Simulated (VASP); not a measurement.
Here is a VASP 6.6.1 calculation.

Contents of INCAR:

```
PREC = Accurate
ENCUT = 520
EDIFF = 1E-7
ISMEAR = -1
SIGMA = 0.1
LREAL = False
LASPH = True
NELM = 80
ALGO = Normal
ISIF = 2
LWAVE = False
LCHARG = False
GGA = PE
NBANDS = 19
```

File KPOINTS:

```
Automatic mesh
0
Gamma
  19 19 19
```

The input POSCAR:

```
Cd
1.0
   -2.1206451024      2.1206451024      1.1092769351
    2.1206451024     -2.1206451024      1.1092769351
    2.1206451024      2.1206451024     -1.1092769351
Cd
2
Direct
   -0.3750000000     -0.1250000000     -0.2500000000
    0.3750000000      0.1250000000      0.2500000000
```

Potentials or basis: VASP PAW PBE potentials, release 64 (Cd).

Launch:

```bash
$ cat potpaw_PBE.64/Cd/POTCAR > POTCAR
$ mpirun -np 1 vasp_std > vasp.out
```

Question: What does it give for the band gap on the k mesh?

Answer: Zero (bands 12 and 13 overlap by 7.17 eV).

Question: Predict the pressure.

Answer: 442.3 GPa.

Stress tensor (GPa, compression positive):
```
441.98   0.00   0.00
  0.00 441.98   0.00
  0.00   0.00 443.01
```

Caveat: the cell stands under pressure.
